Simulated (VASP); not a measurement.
BaS, 2 atoms in the cell. Symmetry: R-3m, No. 166, trigonal system. The conventional cell has a = 4.519 Å, b = 4.519 Å, c = 11.176 Å, α = 90.00°, β = 90.00°, γ = 120.00°. Within 4.2 Å of Ba (site symmetry -3m) lie 6 S at 3.21 Å. S (site symmetry -3m) has 6 Ba at 3.21 Å within 4.2 Å.  This cell differs from its parent crystal: epitaxial 111 strain -0.5%.

```yaml
Program: VASP 6.6.1
Task: single point
Functional: PBE
Potentials_or_basis: VASP PAW PBE potentials, release 64 (Ba_sv, S)
Cutoff: 520 eV
k_mesh: 8 × 8 × 8
Occupations: fermi-dirac, width 0.02 eV
Spin: no spin polarisation
Dipole_correction: no
Further_INCAR_settings: ALGO = Normal; EDIFF = 1e-06; NBANDS = 15
```

Potentials or basis: VASP PAW PBE potentials, release 64 (Ba_sv, S).

Run with:

```sh
$ cat potpaw_PBE.64/Ba_sv/POTCAR potpaw_PBE.64/S/POTCAR > POTCAR
$ mpirun -np 1 vasp_std > vasp.out
```

Hardware: 1 thread of Intel(R) Xeon(R) Platinum 8559C (Emerald Rapids), on a shared host.

Question: How long does it take, and how much memory?

Answer: Wall time 28 s on 1 thread of Intel(R) Xeon(R) Platinum 8559C (Emerald Rapids) (shared host), peak memory 0.24 GiB. Counts: scf iterations 13, k points 65.
